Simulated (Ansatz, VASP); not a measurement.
## KTaO3 in VASP and in Ansatz

```
K Ta O
1.0
     3.78889    0.00000    0.00000
     0.00000    3.98830    0.00000
     0.00000    0.00000    3.98830
K Ta O
1 1 3
Cartesian
  1.8944 1.9942 1.9942
  0.0000 0.0000 0.0000
  1.8944 0.0000 0.0000
  0.0000 1.9942 0.0000
  0.0000 0.0000 1.9942
```

Change from the starting cell: strain -0.0500 x Voigt [1, 0, 0, 0, 0, 0], atoms carried along.

Alike in both runs: task single point; functional r2SCAN; k mesh 6 × 6 × 6; occupations gaussian, width 0.05 eV; no spin polarisation.

|  | VASP | Ansatz |
| --- | --- | --- |
| version | VASP 6.6.1 | Ansatz 0.2.0 |
| potentials or method | VASP PAW PBE potentials, release 64 (K_sv, Ta_pv, O), cutoff 520 eV | scalar-relativistic, plane waves, PAW |
| valence electrons in the cell | 38 | 40 |

```csv
,VASP,Ansatz,Ansatz less VASP
gap on the k mesh at the Fermi level (eV),2.62,2.65,+0.033
least direct gap on the mesh (eV),3.22,3.25,+0.022
pressure (GPa),14.8,13.6,-1.25
"traceless stress, the component that is largest in VASP (GPa)",17.42,17.09,-0.322
```

VASP's potentials were made for PBE, not for r2SCAN. VASP's potentials hold 38 valence electrons a cell and Ansatz's 40, so a difference there can come from the potentials and not from the codes.

Spin-orbit coupling is off throughout.
